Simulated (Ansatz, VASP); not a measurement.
**One calculation of SnTe3As, two programs**

```
Sn Te As
1.0
     6.08199    0.00000    0.00000
     0.00000    6.08199    0.00000
     0.00000    0.00000    5.34977
Sn Te As
1 3 1
Direct
  0.00000 0.00000 0.50000
  0.50000 0.50000 0.50000
  0.00000 0.50000 0.50000
  0.50000 0.00000 0.50000
  0.00000 0.00000 0.00000
```

Alike in both runs: functional PBE; k mesh 6 × 6 × 8; occupations gaussian, width 0.1 eV; no spin polarisation.

Ansatz relaxed the structure, and its values are those at the end. VASP's run is a single point on that final structure, the one shown.

|  | VASP | Ansatz |
| --- | --- | --- |
| version | VASP 6.6.1 | Ansatz 0.2.0 |
| potentials or method | VASP PAW PBE potentials, release 64 (Sn_d, Te, As), cutoff 520 eV | scalar-relativistic, plane waves, PAW |
| valence electrons in the cell | 37 | 77 |

```csv
,VASP,Ansatz,Ansatz less VASP
gap on the k mesh at the Fermi level (eV),none,none,-
pressure (GPa),0.0,0.0,+0.02
```

A gap of «none» marks a metal or a gap that the smearing closes. VASP's potentials hold 37 valence electrons a cell and Ansatz's 77, so a difference there can come from the potentials and not from the codes.

Spin-orbit coupling is off throughout.
